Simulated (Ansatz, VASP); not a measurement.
# AlGa3N2 in VASP and in Ansatz

```xyz
6
Lattice="2.8992 0.0000 0.0000 0.0000 2.8992 0.0000 0.0000 0.0000 10.0612" Properties=species:S:1:pos:R:3 pbc="T T T"
Al    1.4496    1.4496    5.0306
Ga    0.0000    0.0000    0.0000
Ga    0.0000    0.0000    7.4955
Ga    0.0000    0.0000    2.5657
N     1.4496    1.4496    6.9247
N     1.4496    1.4496    3.1365
```

Change from the starting cell: species swapped into the MgSc3Ru2 type (P4/mmm, No. 123).

Alike in both runs: functional PBE; k mesh 6 × 6 × 2; occupations gaussian, width 0.1 eV; no spin polarisation.

Ansatz relaxed the structure, and its values are those at the end. VASP's run is a single point on that final structure, the one shown.

|  | VASP | Ansatz |
| --- | --- | --- |
| version | VASP 6.6.1 | Ansatz 0.2.0 |
| potentials or method | VASP PAW PBE potentials, release 64 (Al, Ga_d, N), cutoff 520 eV | scalar-relativistic, plane waves, PAW |
| valence electrons in the cell | 52 | 52 |

Ansatz gave:

| Quantity | Value |
| --- | --- |
| gap on the k mesh at the Fermi level (eV) | none |
| pressure (GPa) | -0.2 |
| rms of the force components (eV/Å) | 0.002 |

Estimate VASP's values.

gap on the k mesh at the Fermi level (eV): none; pressure (GPa): 0.1; rms of the force components (eV/Å): 0.007.

A gap of «none» marks a metal or a gap that the smearing closes.

The k mesh is coarse, so the values compare programs but aren't converged.
